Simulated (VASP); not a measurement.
The system is HPbNO4.

```
H Pb N O
1.0
     3.85404    0.14384    0.09012
    -0.25320    5.52698    0.16471
    -0.48197   -1.92720    5.72025
H Pb N O
1 1 1 4
Direct
  0.10913 0.65718 0.54463
  0.61029 0.52127 0.15100
  0.91580 0.96263 0.95867
  0.01384 0.13639 0.88084
  0.72398 0.01057 0.12858
  0.00389 0.73732 0.87043
  0.11927 0.59324 0.37651
```

Program: VASP 6.6.1. Alike in all runs: task single point; potentials or basis VASP PAW PBE potentials, release 64 (H, Pb_d, N, O); no spin polarisation; cell as given; cutoff (eV) 520; smearing fermi-dirac 0.05 eV.

Question: Order these runs on this cell by their band gap on the k mesh, lowest first.
A. level PBEsol; k mesh 7 × 5 × 5
B. level PBE0; k mesh 3 × 2 × 2; grid for exact exchange (PRECFOCK) Fast; share of exact exchange 0.25
C. level PBE-based screened hybrid with 25 % exact exchange; k mesh 3 × 2 × 2; grid for exact exchange (PRECFOCK) Fast; share of exact exchange 0.25; screening parameter 0.3 1/Å

Answer: A (3.15 eV), C (4.21 eV), B (5.25 eV).

Caveats: some runs use coarse meshes; the standard files for N, O and F lose accuracy on very short bonds; spin-orbit coupling is left out, which moves the levels of the heavy elements.

A k mesh can miss the band edges.
